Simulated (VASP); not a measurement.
PbO, 2 atoms in the cell. The typed cell holds 2 atoms: a = 3.587 Å, b = 3.563 Å, c = 3.235 Å, α = 90.11°, β = 90.09°, γ = 119.83°.  This cell differs from its parent crystal: atoms moved at random and the cell strained at random.

```yaml
Program: VASP 6.6.1
Task: single point
Functional: PBE
Potentials_or_basis: VASP PAW PBE potentials, release 64 (Pb_d, O)
Cutoff: 520 eV
k_mesh: 12 × 12 × 10
Occupations: gaussian, width 0.05 eV
Spin: no spin polarisation
Dipole_correction: no
Further_INCAR_settings: ALGO = Normal; EDIFF = 1e-06; NBANDS = 17
```

Potentials or basis: VASP PAW PBE potentials, release 64 (Pb_d, O).

Command:

```console
$ cat potpaw_PBE.64/Pb_d/POTCAR potpaw_PBE.64/O/POTCAR > POTCAR
$ mpirun -np 1 vasp_std > vasp.out
```

Hardware: 1 thread of Intel(R) Xeon(R) 6975P-C (Granite Rapids), on a shared host.

Question: Estimate the wall time of this run.

Answer: Run time: 2.1 min on 1 thread of Intel(R) Xeon(R) 6975P-C (Granite Rapids), on a shared host, peak memory 0.5 GiB. Counts: scf iterations 13, k points 724.
